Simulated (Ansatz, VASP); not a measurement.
# One calculation of GaAs, two programs

```xyz
2
Lattice="0.0000 2.8268 2.8834 2.8268 0.0000 2.8834 2.8268 2.8268 0.0000" Properties=species:S:1:pos:R:3 pbc="T T T"
Ga    0.0000    0.0000    0.0000
As    1.4134    1.4134    1.4417
```

Change from the starting cell: z stretched by +2 %, ions relaxed.

Alike in both runs: functional PBE; k mesh 13 × 13 × 13; occupations fermi-dirac, width 0.02 eV; no spin polarisation.

Ansatz relaxed the structure, and its values are those at the end. VASP's run is a single point on that final structure, the one shown.

|  | VASP | Ansatz |
| --- | --- | --- |
| version | VASP 6.6.1 | Ansatz 0.2.0 |
| potentials or method | VASP PAW PBE potentials, release 64 (Ga_d, As) | plane-wave PAW, scalar-relativistic |
| plane-wave cutoff (eV) | 520 | 420 |
| valence electrons in the cell | 18 | 28 |

|  | VASP | Ansatz | Ansatz less VASP |
| --- | --- | --- | --- |
| pressure (GPa) | 2.0 | 1.9 | -0.17 |

VASP's potentials hold 18 valence electrons a cell and Ansatz's 28, so a difference there can come from the potentials and not from the codes. Ansatz's warnings: stress scf threshold loose.
